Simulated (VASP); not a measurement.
# P (P4/mmm) in VASP: further runs

P is run at these levels: PBEsol; tasks: single point.

Everything below comes from runs of VASP 6.6.1. Logs are shortened: lines on timing, memory, paths and dates and some standing lists are left out, and cuts for length are marked.

## (1) The cell of the first run

The structure is tetragonal, space group P4/mmm (No. 123). The conventional cell has a = 4.166 Å, b = 4.166 Å, c = 4.378 Å, α = 90.00°, β = 90.00°, γ = 90.00°. P (site symmetry 4/mmm) has 6 P at 4.17 to 4.38 Å within 5.5 Å.

## (2) Single point, PBEsol (strain -0.025 along x and y, +0.000 along z)

INCAR reads:

```
PREC     = Accurate       # precision mode
ENCUT    = 520            # plane-wave cutoff, eV
EDIFF    = 1E-6           # SCF threshold, eV
ISMEAR   = 0              # smearing method
SIGMA    = 0.15           # smearing width, eV
LREAL    = False          # projectors in reciprocal space
LASPH    = True           # aspherical terms in the spheres
NELM     = 100            # most SCF steps
ALGO     = Normal         # electronic algorithm
ISIF     = 2              # what is computed and relaxed
LWAVE    = False          # write WAVECAR
LCHARG   = False          # write CHGCAR
GGA      = PS             # functional
NBANDS   = 8              # bands
```

KPOINTS reads:

```
regular mesh
0
Gamma
  12 12 12
```

POSCAR reads:

```
P
1.0
    4.1660822360      0.0000000000      0.0000000000
    0.0000000000      4.1660822360      0.0000000000
    0.0000000000      0.0000000000      4.3780000000
P
1
Direct
    0.0000000000      0.0000000000      0.0000000000
```

Potentials or basis: VASP PAW PBE potentials, release 64 (P).

Started as:

```console
$ cat potpaw_PBE.64/P/POTCAR > POTCAR
$ mpirun -np 1 vasp_std > vasp.out
```

OUTCAR:

```text
PREC = Accurate
   ENCUT = 520
   EDIFF = 1E-6
   ISMEAR = 0
   LREAL = False
   LASPH = True
   NELM = 100
   ISIF = 2
   GGA = PS

 ion  position               nearest neighbor table
   1  0.000  0.000  0.000-

  LATTYP: Found a simple tetragonal cell.
 ALAT       =     4.1660822360
 C/A-ratio  =     1.0508673982

  Lattice vectors:

 A1 = (   4.1660822360,   0.0000000000,   0.0000000000)
 A2 = (   0.0000000000,   4.1660822360,   0.0000000000)
 A3 = (   0.0000000000,   0.0000000000,   4.3780000000)

Analysis of symmetry for initial positions (statically):
=====================================================================
 Subroutine PRICEL returns:
 Original cell was already a primitive cell.

 Routine SETGRP: Setting up the symmetry group for a
 simple tetragonal supercell.

 Subroutine GETGRP returns: Found 16 space group operations
 (whereof 16 operations were pure point group operations)
 out of a pool of 16 trial point group operations.

The static configuration has the point symmetry D_4h.

Analysis of symmetry for dynamics (positions and initial velocities):
=====================================================================
 Subroutine PRICEL returns:
 Original cell was already a primitive cell.

 Routine SETGRP: Setting up the symmetry group for a
 simple tetragonal supercell.

 Subroutine GETGRP returns: Found 16 space group operations
 (whereof 16 operations were pure point group operations)
 out of a pool of 16 trial point group operations.

The dynamic configuration has the point symmetry D_4h.

 Subroutine INISYM returns: Found 16 space group operations
 (whereof 16 operations are pure point group operations),
 and found     1 'primitive' translations

----------------------------------------------------------------------------------------

                                     Primitive cell

  volume of cell :      75.9856

  direct lattice vectors                    reciprocal lattice vectors
     4.166082236  0.000000000  0.000000000     0.240033668  0.000000000  0.000000000
     0.000000000  4.166082236  0.000000000     0.000000000  0.240033668  0.000000000
     0.000000000  0.000000000  4.378000000     0.000000000  0.000000000  0.228414801

  length of vectors
     4.166082236  4.166082236  4.378000000     0.240033668  0.240033668  0.228414801

  position of ions in fractional coordinates (direct lattice)
     0.000000000  0.000000000  0.000000000

  ion indices of the primitive-cell ions
   primitive index   ion index
                 1           1

----------------------------------------------------------------------------------------

 KPOINTS: regular mesh

Automatic generation of k-mesh.
 Grid dimensions read from file:
 generate k-points for:   12   12   12

 Generating k-lattice:

  Cartesian coordinates                     Fractional coordinates (reciprocal lattice)
     0.020002806  0.000000000  0.000000000     0.083333333  0.000000000  0.000000000
     0.000000000  0.020002806  0.000000000     0.000000000  0.083333333  0.000000000
     0.000000000  0.000000000  0.019034567     0.000000000  0.000000000  0.083333333

  Length of vectors
     0.020002806  0.020002806  0.019034567

  Shift w.r.t. Gamma in fractional coordinates (k-lattice)
     0.000000000  0.000000000  0.000000000

 Subroutine IBZKPT returns following result:
 ===========================================

 Found    196 irreducible k-points:

 Following reciprocal coordinates:
            Coordinates               Weight
  0.000000  0.000000  0.000000      1.000000
  0.083333  0.000000  0.000000      4.000000
  0.166667  0.000000  0.000000      4.000000
  0.250000  0.000000  0.000000      4.000000
  0.333333  0.000000  0.000000      4.000000
  0.416667  0.000000  0.000000      4.000000
[... 16 lines left out ...]
  0.333333  0.333333  0.000000      4.000000
  0.416667  0.333333  0.000000      8.000000
 [... further k-points ...]
   k-points           NKPTS =    196   k-points in BZ     NKDIM =    196   number of bands    NBANDS=      8
   number of dos      NEDOS =    301   number of ions     NIONS =      1
   total plane-waves  NPLWV =  36864
   dimension x,y,z NGX =    32 NGY =   32 NGZ =   36
   dimension x,y,z NGXF=    64 NGYF=   64 NGZF=   72
   ions per type =               1
   NGX,Y,Z   is equivalent  to a cutoff of  12.77, 12.77, 13.67 a.u.
   NGXF,Y,Z  is equivalent  to a cutoff of  25.54, 25.54, 27.34 a.u.
 SYSTEM =  unknown system
   PREC   = accura    normal or accurate (medium, high low for compatibility)
   ISTART =      0    job   : 0-new  1-cont  2-samecut
   ICHARG =      2    charge: 1-file 2-atom 10-const
   ISPIN  =      1    spin polarized calculation?
   LNONCOLLINEAR =      F non collinear calculations
   LSORBIT =      F    spin-orbit coupling
   LASPH  =      T    aspherical Exc in radial PAW
   ENCUT  =  520.0 eV  38.22 Ry    6.18 a.u.   7.75  7.75  8.14*2*pi/ulx,y,z
   NELM   =    100;   NELMIN=  2; NELMDL= -5     # of ELM steps
   EDIFF  = 0.1E-05   stopping-criterion for ELM
   LREAL  =      F    real-space projection
   EDIFFG = 0.1E-04   stopping-criterion for IOM
   NSW    =      0    number of steps for IOM
   IBRION =     -1    ionic relax: 0-MD 1-quasi-New 2-CG
   NFREE  =      0    steps in history (QN), initial steepest desc. (CG)
   ISIF   =      2    stress and relaxation
   ISYM   =      2    0-nonsym 1-usesym 2-fastsym
   POTIM  = 0.5000    time-step for ionic-motion
   TEBEG  =    0.0;   TEEND  =   0.0 temperature during run
   PSTRESS=    0.0 pullay stress
   NELECT =       5.0000    total number of electrons
   NUPDOWN=      -1.0000    fix difference up-down
   EMIN   =  10.00;   EMAX   =-10.00  energy-range for DOS
   EFERMI =   0.00;   METHOD = LEGACY
   ISMEAR =     0;   SIGMA  =   0.15  broadening in eV -4-tet -1-fermi 0-gaus
   EFERMI_NEDOS =   21; number of points for ismear=-14 and -15
   IALGO  =     38    algorithm
   IMIX   =      4    mixing-type and parameters
     AMIX     =   0.40;   BMIX     =  1.00
     AMIX_MAG =   1.60;   BMIX_MAG =  1.00
  volume/ion in A,a.u.               =      75.99       512.78
  Fermi-wavevector in a.u.,A,eV,Ry     =   0.660928  1.248973  5.943382  0.436826
  Thomas-Fermi vector in A             =   1.733529
   LORBIT       =      0    0 simple, 1 ext, 2 COOP (PROOUT), +10 PAW based schemes
   GGA     = PS    functional components
   LHFCALC =     F    Hartree Fock is set to
   AEXX    =    0.0000 exact exchange contribution
   IVDW    =     0    specifies the selected vdW correction
   LEPSILON=     F    determine dielectric tensor
   LRPA    =     F    only Hartree local field effects (RPA)
 non-spin polarized calculation
 Gauss-broadening in eV      SIGMA  =   0.15
  energy-cutoff  :      520.00
  volume of cell :       75.99
 maximum number of plane-waves:      2068
 NGX is ok and might be reduce to    32
   NGX = 15   NGY = 15   NGZ = 17

 number of electron       5.0000002 magnetization

 Free energy of the ion-electron system (eV)
  ---------------------------------------------------
  ext. energy  EPLUGINS =         0.00000000
  ---------------------------------------------------
  free energy    TOTEN  =        -1.29438951 eV

  energy without entropy =       -1.25898720  energy(sigma->0) =       -1.27668835

 E-fermi :  -2.9467     XC(G=0):  -5.2097

 val. band max:       -2.9499078391   @ k =   0.2500   0.2500   0.1667
 cond. band min:      -2.9462445750   @ k =   0.5000   0.4167   0.3333
 fundamental gap:      0.0036632640
 Fermi energy:        -2.9466922723

 k-point     1 :       0.0000    0.0000    0.0000
  band No.  band energies     occupation
      1     -11.7171      2.00000
      2      -2.5316      0.00009
      3      -2.2950      0.00000
      4      -2.2950      0.00000
      5       1.7359      0.00000
      6       4.4758      0.00000
      7       4.6436      0.00000
      8       9.2421      0.00000

 k-point     2 :       0.0833    0.0000    0.0000
  band No.  band energies     occupation
      1     -11.7038      2.00000
      2      -2.5199      0.00006
      3      -2.4374      0.00000
      4      -2.2842      0.00000
      5       1.8612      0.00000
      6       4.5367      0.00000
      7       4.7605      0.00000
      8       8.6923      0.00000

 k-point     3 :       0.1667    0.0000    0.0000
  band No.  band energies     occupation
      1     -11.6668      2.00000
      2      -2.7851      0.12766
      3      -2.4873      0.00001
      4      -2.2543      0.00000
      5       2.1719      0.00000
      6       4.6697      0.00000
      7       5.0907      0.00000
      8       7.9776      0.00000

 k-point     4 :       0.2500    0.0000    0.0000
  band No.  band energies     occupation
      1     -11.6148      2.00000
      2      -3.1934      1.97999
      3      -2.4416      0.00000
      4      -2.2125      0.00000
      5       2.5704      0.00000
      6       4.8521      0.00000
      7       5.3992      0.00000
      8       7.3531      0.00000

 k-point     5 :       0.3333    0.0000    0.0000
  band No.  band energies     occupation
      1     -11.5610      2.00000
      2      -3.5516      2.00000
      3      -2.3947      0.00000
      4      -2.1696      0.00000
      5       3.0085      0.00000
      6       5.0591      0.00000
      7       5.3526      0.00000
      8       6.8738      0.00000
[... 177 lines left out ...]
 k-point    22 :       0.5000    0.2500    0.0000
  band No.  band energies     occupation
      1     -11.4108      2.00000
      2      -3.7129      2.00000
      3      -2.9069      0.70762
      4      -2.2669      0.00000
      5       3.7506      0.00000
      6       4.4937      0.00000
      7       6.4410      0.00000
      8       6.7430      0.00000

 k-point    23 :       0.3333    0.3333    0.0000
  band No.  band energies     occupation
      1     -11.4137      2.00000
      2      -3.3614      1.99991
      3      -3.2750      1.99804
      4      -2.2696      0.00000
      5       3.5066      0.00000
      6       4.6393      0.00000
      7       6.7081      0.00000
      8       6.9721      0.00000

 k-point    24 :       0.4167    0.3333    0.0000
  band No.  band energies     occupation
      1     -11.3755      2.00000
      2      -3.5469      2.00000
      3      -3.2538      1.99621
      4      -2.2376      0.00000
      5       3.3685      0.00000
      6       4.7725      0.00000
      7       6.8284      0.00000
      8       6.9845      0.00000

 [... further k-points ...]
[... 5 lines left out ...]
  --------------------------------------------------------------------------------------
  -------------------------------------------------------------------------------------
  Total       -2.1909902     -2.1909902     -1.7562935      0.0000000      0.0000000      0.0000000
  in kB      -46.1976171    -46.1976171    -37.0319212      0.0000000      0.0000000      0.0000000
  external PRESSURE =     -43.1423852 kB  Pullay stress =       0.0000000 kB

 VOLUME and BASIS-vectors are now :
 -----------------------------------------------------------------------------
  energy-cutoff  :      520.00
  volume of cell :       75.99
      direct lattice vectors                 reciprocal lattice vectors
     4.166082236  0.000000000  0.000000000     0.240033668  0.000000000  0.000000000
     0.000000000  4.166082236  0.000000000     0.000000000  0.240033668  0.000000000
     0.000000000  0.000000000  4.378000000     0.000000000  0.000000000  0.228414801

 POSITION                                       TOTAL-FORCE (eV/Angst)
 -----------------------------------------------------------------------------------
      0.00000      0.00000      0.00000         0.000000      0.000000      0.000000
 -----------------------------------------------------------------------------------
    total drift:                                0.000000      0.000000      0.000000

  FREE ENERGIE OF THE ION-ELECTRON SYSTEM (eV)
  ---------------------------------------------------
  free  energy   TOTEN  =        -1.2943895070 eV

  energy  without entropy=       -1.2589872022  energy(sigma->0) =       -1.27668835
```

Wall time 52 s (1 thread of Intel Xeon Platinum 8375C at 2.90GHz (Ice Lake), shared host); peak memory 0.24 GiB.

What came out:

| Item | Value |
| --- | --- |
| Free energy | -1.2944 eV |
| Pressure | -4.3 GPa |

Stress tensor (GPa, compression positive):
```
-4.62  0.00  0.00
 0.00 -4.62  0.00
 0.00  0.00 -3.70
```

Caveat: the cell differs from its parent crystal (strain -0.025 along x and y, +0.000 along z); the PAW data sets were made with another functional, which shifts forces and pressure a little.

(Part 1 of 2 ends here.)
